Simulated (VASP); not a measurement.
Input of a VASP 6.6.1 run:

The input INCAR:

```
SYSTEM = Rh
PREC = Accurate
ENCUT = 520
EDIFF = 1E-7
ISMEAR = -1
SIGMA = 0.08
LREAL = .False.
LASPH = .True.
NELM = 100
ALGO = Normal
ISIF = 2
LWAVE = .False.
LCHARG = .False.
GGA = PS
NBANDS = 14
```

File KPOINTS:

```
regular mesh
0
Gamma
  17 17 17
  0 0 0
```

File POSCAR:

```
Rh
1.0
    0.0000000000      1.8885398852      1.8885398852
    1.8885398852      0.0000000000      1.8885398852
    1.8885398852      1.8885398852      0.0000000000
Rh
1
Direct
    0.0000000000      0.0000000000      0.0000000000
```

Potentials or basis: VASP PAW PBE potentials, release 64 (Rh_pv).

Launch:

```sh
$ cat potpaw_PBE.64/Rh_pv/POTCAR > POTCAR
$ mpirun -np 1 vasp_std > vasp.out
```

Q: Predict the pressure.

A: 0.8 GPa.

Caveat: the PAW data sets were made with another functional, which shifts forces and pressure a little.
